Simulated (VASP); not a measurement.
Crystal: V.

```
V
1.0
    -1.54405    1.54405    1.54405
     1.54405   -1.54405    1.54405
     1.54405    1.54405   -1.54405
V
1
Direct
  0.00000 0.00000 0.00000
```

Base run:

| Property | Result |
| --- | --- |
| Program | VASP 6.6.1 |
| Functional | r2SCAN |
| Dispersion | D3(BJ) |
| Potentials or basis | VASP PAW PBE potentials, release 64 (V_sv) |
| Cutoff | 520 eV |
| k mesh | 12 × 12 × 12 |
| Occupations | fermi-dirac, width 0.05 eV |
| Spin | collinear spin, ferromagnetic start |
| Starting moments | [2.0] μB |

Its results: pressure -19.1 GPa; net moment 0.00 μB per cell.

**Question.** The run is repeated on the same cell with these changes: functional from r2SCAN to revPBE. What comes out?

**Answer.** Pressure -24.0 GPa; net moment 0.00 μB per cell.

Caveats: the cell stands under tension; the moments typed at the start vanished in this run; the PAW data sets were made with another functional, which shifts forces and pressure a little; the dispersion term is far too large for a dense solid, which distorts pressure and volume (at least some runs).
